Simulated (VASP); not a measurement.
# Ge (Fd-3m) in VASP: a series of runs

The runs below take Ge through elastic constants, with PBEsol.

All numbers are computed with VASP 6.6.1; they aren't measurements. Logs are shortened: lines on timing, memory, paths and dates and some standing lists are left out, and cuts for length are marked.

### Step 1. The cell of the first run

It takes space group Fd-3m (No. 227, cubic). Conventional cell: a = 5.518 Å, b = 5.518 Å, c = 5.518 Å, α = 90.00°, β = 90.00°, γ = 90.00°. Ge (site symmetry -43m) has 4 Ge at 2.39 Å within 3.2 Å.

### Step 2. Elastic constants, PBEsol

The input, INCAR:

```
SYSTEM = Ge
PREC     = Accurate       ! precision mode
ENCUT    = 600            ! plane-wave cutoff, eV
EDIFF    = 1E-8           ! SCF threshold, eV
ISMEAR   = -1             ! smearing method
SIGMA    = 0.05           ! smearing width, eV
LREAL    = .False.        ! projectors in reciprocal space
LASPH    = .True.         ! aspherical terms in the spheres
NELM     = 80             ! most SCF steps
ALGO     = Normal         ! electronic algorithm
ISIF     = 3              ! what is computed and relaxed
LWAVE    = .False.        ! write WAVECAR
LCHARG   = .False.        ! write CHGCAR
GGA      = PS             ! functional
IBRION   = 6              ! ionic algorithm
NFREE    = 2            
POTIM    = 0.015          ! step
NSW      = 1              ! ionic steps
```

The input, KPOINTS:

```
regular mesh
0
Gamma
  14 14 14
  0 0 0
```

The input, POSCAR:

```
Ge
1.0
    0.0000000000      2.7589630163      2.7589630163
    2.7589630163      0.0000000000      2.7589630163
    2.7589630163      2.7589630163      0.0000000000
Ge
2
Direct
    0.5000000000      0.5000000000      0.5000000000
    0.7500000000      0.7500000000      0.7500000000
```

Potentials or basis: VASP PAW PBE potentials, release 64 (Ge_d).

Launch:

```sh
> cat potpaw_PBE.64/Ge_d/POTCAR > POTCAR
> mpirun -np 1 vasp_std > vasp.out
```

OUTCAR:

```text
SYSTEM = Ge
   PREC = Accurate
   ENCUT = 600
   EDIFF = 1E-8
   ISMEAR = -1
   LREAL = .False.
   LASPH = .True.
   NELM = 80
   ISIF = 3
   GGA = PS
   IBRION = 6
   NFREE = 2
   POTIM = 0.015
   NSW = 1

 ion  position               nearest neighbor table
   1  0.500  0.500  0.500-   2 2.39   2 2.39   2 2.39   2 2.39
   2  0.750  0.750  0.750-   1 2.39   1 2.39   1 2.39   1 2.39

  LATTYP: Found a face centered cubic cell.
 ALAT       =     5.5179260326

  Lattice vectors:

 A1 = (   0.0000000000,   2.7589630163,   2.7589630163)
 A2 = (   2.7589630163,   0.0000000000,   2.7589630163)
 A3 = (   2.7589630163,   2.7589630163,   0.0000000000)

Analysis of symmetry for initial positions (statically):
=====================================================================
 Subroutine PRICEL returns:
 Original cell was already a primitive cell.

 Routine SETGRP: Setting up the symmetry group for a
 face centered cubic supercell.

 Subroutine GETGRP returns: Found 48 space group operations
 (whereof 24 operations were pure point group operations)
 out of a pool of 48 trial point group operations.

The static configuration has the point symmetry T_d .
 The point group associated with its full space group is O_h .

Analysis of symmetry for dynamics (positions and initial velocities):
=====================================================================
 Subroutine PRICEL returns:
 Original cell was already a primitive cell.

 Routine SETGRP: Setting up the symmetry group for a
 face centered cubic supercell.

 Subroutine GETGRP returns: Found 48 space group operations
 (whereof 24 operations were pure point group operations)
 out of a pool of 48 trial point group operations.

The dynamic configuration has the point symmetry T_d .
 The point group associated with its full space group is O_h .

 Subroutine INISYM returns: Found 48 space group operations
 (whereof 24 operations are pure point group operations),
 and found     1 'primitive' translations

----------------------------------------------------------------------------------------

                                     Primitive cell

  volume of cell :      42.0018

  direct lattice vectors                    reciprocal lattice vectors
     0.000000000  2.758963016  2.758963016    -0.181227511  0.181227511  0.181227511
     2.758963016  0.000000000  2.758963016     0.181227511 -0.181227511  0.181227511
     2.758963016  2.758963016  0.000000000     0.181227511  0.181227511 -0.181227511

  length of vectors
     3.901762916  3.901762916  3.901762916     0.313895257  0.313895257  0.313895257

  position of ions in fractional coordinates (direct lattice)
     0.500000000  0.500000000  0.500000000
     0.750000000  0.750000000  0.750000000

  ion indices of the primitive-cell ions
   primitive index   ion index
                 1           1
                 2           2

----------------------------------------------------------------------------------------

 KPOINTS: regular mesh

Automatic generation of k-mesh.
 Grid dimensions read from file:
 generate k-points for:   14   14   14

[... 109 lines left out ...]
  free energy    TOTEN  =        -9.80126037 eV

  energy without entropy =       -9.80117149  energy(sigma->0) =       -9.80121593

------------------------ aborting loop because EDIFF is reached ----------------------------------------

  FORCE on cell =-STRESS in cart. coord.  units (eV):
  Direction    XX          YY          ZZ          XY          YZ          ZX
  --------------------------------------------------------------------------------------
  -------------------------------------------------------------------------------------
  Total        1.8117676      1.8117676      1.8117676      0.0000000      0.0000000     -0.0000000
  in kB       69.1107228     69.1107228     69.1107228      0.0000000      0.0000000     -0.0000000
  external PRESSURE =      69.1107228 kB  Pullay stress =       0.0000000 kB
[... 89 lines left out ...]
  FREE ENERGIE OF THE ION-ELECTRON SYSTEM (eV)
  ---------------------------------------------------
  free  energy   TOTEN  =        -9.7696686512 eV

  energy  without entropy=       -9.7695477614  energy(sigma->0) =       -9.76960821

[... ionic steps 4 to 12 ...]

--------------------------------------- Ionic step       13  -------------------------------------------

 number of electron      27.9999994 magnetization

------------------------ aborting loop because EDIFF is reached ----------------------------------------
[... 67 lines left out ...]
--------------------------------------- Ionic step       15  -------------------------------------------

 number of electron      27.9999995 magnetization

 Free energy of the ion-electron system (eV)
  ---------------------------------------------------
  ext. energy  EPLUGINS =         0.00000000
  ---------------------------------------------------
  free energy    TOTEN  =        -9.79977475 eV

  energy without entropy =       -9.79966916  energy(sigma->0) =       -9.79972196

 E-fermi :   5.7877     XC(G=0): -10.4903

 val. band max:        5.6969096860   @ k =   0.0000   0.0000   0.0000
 cond. band min:       5.9651153692   @ k =   0.5000   0.0000   0.0000
 fundamental gap:      0.2682056832
 Fermi energy:         5.7876669770

 k-point     1 :       0.0000    0.0000    0.0000
  band No.  band energies     occupation
      1     -19.2671      2.00000
      2     -19.2631      2.00000
      3     -19.2587      2.00000
      4     -19.2201      2.00000
      5     -19.2200      2.00000
      6     -18.9653      2.00000
[... 481 lines left out ...]
      5     -19.1564      2.00000
      6     -19.0411      2.00000
[... 10 lines left out ...]
     17      10.5711      0.00000
     18      10.6950      0.00000

 [... further k-points ...]

------------------------ aborting loop because EDIFF is reached ----------------------------------------

  FORCE on cell =-STRESS in cart. coord.  units (eV):
  Direction    XX          YY          ZZ          XY          YZ          ZX
  --------------------------------------------------------------------------------------
  -------------------------------------------------------------------------------------
  Total        1.8066206      1.8099135      1.8099135      0.0000000     -0.1734173      0.0000000
  in kB       68.9143897     69.0399976     69.0399976      0.0000000     -6.6150823      0.0000000
  external PRESSURE =      68.9981283 kB  Pullay stress =       0.0000000 kB
[... 17 lines left out ...]
  FREE ENERGIE OF THE ION-ELECTRON SYSTEM (eV)
  ---------------------------------------------------
  free  energy   TOTEN  =        -9.7997747539 eV

  energy  without entropy=       -9.7996691612  energy(sigma->0) =       -9.79972196

 INTERNAL STRAIN TENSORS FROM STRAINED CELLS
 ============================================

 INTERNAL STRAIN TENSOR FOR ION    1 for displacements in x,y,z  (eV/Angst):
          X           Y           Z          XY          YZ          ZX
  --------------------------------------------------------------------------------
  x     0.00000    -0.00000    -0.00000     0.00000    11.55828     0.00000
  y    -0.00000     0.00000    -0.00000     0.00000    -0.00000    11.56154
  z    -0.00000    -0.00000    -0.00000    11.55861     0.00000     0.00000

 INTERNAL STRAIN TENSORS FROM DISPLACED ATOMS
 ============================================

 INTERNAL STRAIN TENSOR FOR ION    1 for displacements in x,y,z  (eV/Angst):
          X           Y           Z          XY          YZ          ZX
  --------------------------------------------------------------------------------
  x     0.00000    -0.00000    -0.00000     0.00000    11.56120     0.00000
  y     0.00000     0.00000     0.00000     0.00000     0.00000    11.56120
  z    -0.00000    -0.00000     0.00000    11.56120     0.00000     0.00000

 INTERNAL STRAIN TENSOR FOR ION    2 for displacements in x,y,z  (eV/Angst):
          X           Y           Z          XY          YZ          ZX
  --------------------------------------------------------------------------------
  x    -0.00000     0.00000     0.00000     0.00000   -11.56120     0.00000
  y    -0.00000    -0.00000    -0.00000     0.00000     0.00000   -11.56120
  z     0.00000     0.00000    -0.00000   -11.56120     0.00000     0.00000

 Eigenvectors and eigenvalues of the dynamical matrix
 ----------------------------------------------------

   1 f  =    9.433965 THz    59.275349 2PiTHz  314.683196 cm-1    39.015726 meV
             X         Y         Z           dx          dy          dz
      2.758963  2.758963  2.758963     0.677609   -0.030691   -0.199760
      4.138445  4.138445  4.138445    -0.677609    0.030691    0.199760
[... 16 lines left out ...]
   5 f  =    0.000000 THz     0.000000 2PiTHz    0.000002 cm-1     0.000000 meV
             X         Y         Z           dx          dy          dz
      2.758963  2.758963  2.758963    -0.657260   -0.223388   -0.134561
      4.138445  4.138445  4.138445    -0.657260   -0.223388   -0.134561

   6 f/i=    0.000000 THz     0.000001 2PiTHz    0.000004 cm-1     0.000001 meV
             X         Y         Z           dx          dy          dz
      2.758963  2.758963  2.758963     0.248630   -0.646856   -0.140570
      4.138445  4.138445  4.138445     0.248630   -0.646856   -0.140570

--------------------------------------------------------------------------------------------------------

 ELASTIC MODULI CONTR FROM IONIC RELAXATION (kBar)
 Direction    XX          YY          ZZ          XY          YZ          ZX
 --------------------------------------------------------------------------------
 XX          -0.0000      0.0000      0.0000      0.0000     -0.0000     -0.0000
 YY           0.0000     -0.0000     -0.0000      0.0000      0.0000     -0.0000
 ZZ           0.0000     -0.0000     -0.0000     -0.0000      0.0000     -0.0000
 XY           0.0000      0.0000     -0.0000   -385.6520      0.0000      0.0000
 YZ          -0.0000      0.0000      0.0000      0.0000   -385.6520      0.0000
 ZX          -0.0000     -0.0000     -0.0000      0.0000      0.0000   -385.6520
 --------------------------------------------------------------------------------

 TOTAL ELASTIC MODULI (kBar)
 Direction    XX          YY          ZZ          XY          YZ          ZX
 --------------------------------------------------------------------------------
 XX        1411.9311    669.0282    669.0282      0.0000     -0.0000     -0.0000
 YY         669.0282   1411.9311    669.0282      0.0000      0.0000     -0.0000
 ZZ         669.0282    669.0282   1411.9311     -0.0000      0.0000     -0.0000
 XY           0.0000      0.0000     -0.0000    674.1283      0.0000      0.0000
 YZ          -0.0000      0.0000      0.0000      0.0000    674.1283     -0.0000
 ZX          -0.0000     -0.0000     -0.0000      0.0000     -0.0000    674.1283
 --------------------------------------------------------------------------------
```

Wall time 1.7 h (1 thread of Oxide Virtual Turin-like, shared host); peak memory 0.92 GiB.

Results:

```yaml
Elastic_constants_C11_C12_C44: 141, 67, 67 GPa
Voigt_bulk_modulus: 92 GPa
Highest_phonon_frequency_at_Γ: 315 cm⁻¹
```

Phonon frequencies in cm⁻¹ (negative: imaginary):
```csv
q point,frequencies
"(0.000, 0.000, 0.000)",0 0 0 315 315 315
```

Elastic tensor in Voigt notation (GPa, in the Cartesian axes of the cell as first typed):
```
141  67  67   0   0   0
 67 141  67   0   0   0
 67  67 141   0   0   0
  0   0   0  67   0   0
  0   0   0   0  67   0
  0   0   0   0   0  67
```

Clamped-ion elastic tensor (GPa):
```
141  67  67   0   0   0
 67 141  67   0   0   0
 67  67 141   0   0   0
  0   0   0 106   0   0
  0   0   0   0 106   0
  0   0   0   0   0 106
```

Caveat: the cell is under stress, which shifts elastic constants; the PAW data sets were made with another functional, which shifts forces and pressure a little.

### Step 3. Elastic constants, PBEsol

This run uses another cell than the first one, of 21.68 Å³/atom.

The input, INCAR:

```
PREC = Accurate
ENCUT = 600
EDIFF = 1E-8
ISMEAR = -1
SIGMA = 0.05
LREAL = F
LASPH = T
NELM = 80
ALGO = Normal
ISIF = 3
LWAVE = F
LCHARG = T
GGA = PS
NBANDS = 21
IBRION = 6
NFREE = 2
POTIM = 0.015
NSW = 1
```

The input, KPOINTS:

```
regular mesh
0
Gamma
  14 14 14
```

The input, POSCAR:

```
Ge
1.0
    0.0000000000      2.7883673930      2.7883673930
    2.7883673930      0.0000000000      2.7883673930
    2.7883673930      2.7883673930      0.0000000000
Ge
2
Direct
    0.5000000000      0.5000000000      0.5000000000
    0.7500000000      0.7500000000      0.7500000000
```

Potentials or basis: VASP PAW PBE potentials, release 64 (Ge_d).

Launch:

```sh
> cat potpaw_PBE.64/Ge_d/POTCAR > POTCAR
> mpirun -np 1 vasp_std > vasp.out
```

OUTCAR:

```text
PREC = Accurate
   ENCUT = 600
   EDIFF = 1E-8
   ISMEAR = -1
   LREAL = F
   LASPH = T
   NELM = 80
   ISIF = 3
   GGA = PS
   IBRION = 6
   NFREE = 2
   POTIM = 0.015
   NSW = 1

 ion  position               nearest neighbor table
   1  0.500  0.500  0.500-   2 2.41   2 2.41   2 2.41   2 2.41
   2  0.750  0.750  0.750-   1 2.41   1 2.41   1 2.41   1 2.41

  LATTYP: Found a face centered cubic cell.
 ALAT       =     5.5767347860
[... 1024 lines left out ...]
      2.788367  2.788367  2.788367     0.000000   -0.707107    0.000000
      4.182551  4.182551  4.182551     0.000000    0.707107    0.000000
[... 21 lines left out ...]
   6 f  =    0.000000 THz     0.000000 2PiTHz    0.000000 cm-1     0.000000 meV
             X         Y         Z           dx          dy          dz
      2.788367  2.788367  2.788367     0.000000    0.000000    0.707107
      4.182551  4.182551  4.182551     0.000000    0.000000    0.707107

--------------------------------------------------------------------------------------------------------

 ELASTIC MODULI CONTR FROM IONIC RELAXATION (kBar)
 Direction    XX          YY          ZZ          XY          YZ          ZX
 --------------------------------------------------------------------------------
 XX           0.0000      0.0000      0.0000      0.0000      0.0000      0.0000
 YY           0.0000      0.0000      0.0000      0.0000      0.0000      0.0000
 ZZ           0.0000      0.0000      0.0000      0.0000      0.0000      0.0000
 XY           0.0000      0.0000      0.0000   -314.8020      0.0000      0.0000
 YZ           0.0000      0.0000      0.0000      0.0000   -314.8020      0.0000
 ZX           0.0000      0.0000      0.0000      0.0000      0.0000   -314.8020
 --------------------------------------------------------------------------------

 TOTAL ELASTIC MODULI (kBar)
 Direction    XX          YY          ZZ          XY          YZ          ZX
 --------------------------------------------------------------------------------
 XX        1305.5356    571.3422    571.3422      0.0000     -0.0000      0.0000
 YY         571.3422   1305.5356    571.3422      0.0000     -0.0000      0.0000
 ZZ         571.3422    571.3422   1305.5356      0.0000      0.0000      0.0000
 XY           0.0000      0.0000      0.0000    643.6231      0.0000      0.0000
 YZ          -0.0000     -0.0000      0.0000      0.0000    643.6231      0.0000
 ZX           0.0000      0.0000      0.0000      0.0000      0.0000    643.6231
 --------------------------------------------------------------------------------
```

It took 2 h on 1 thread of Oxide Virtual Turin-like, shared host; peak memory 1.1 GiB.

What came out:

* Elastic constants C11, C12, C44: 131, 57, 64 GPa
* Voigt bulk modulus: 82 GPa
* Highest phonon frequency at Γ: 304 cm⁻¹

Phonon frequencies in cm⁻¹ (negative: imaginary):
| q point | frequencies |
| --- | --- |
| (0.000, 0.000, 0.000) | 0 0 0 304 304 304 |

Elastic tensor in Voigt notation (GPa, in the Cartesian axes of the cell as first typed):
```
131  57  57   0   0   0
 57 131  57   0   0   0
 57  57 131   0   0   0
  0   0   0  64   0   0
  0   0   0   0  64   0
  0   0   0   0   0  64
```

Clamped-ion elastic tensor (GPa):
```
131  57  57   0   0   0
 57 131  57   0   0   0
 57  57 131   0   0   0
  0   0   0  96   0   0
  0   0   0   0  96   0
  0   0   0   0   0  96
```

Caveat: the cell is under stress, which shifts elastic constants; the PAW data sets were made with another functional, which shifts forces and pressure a little.
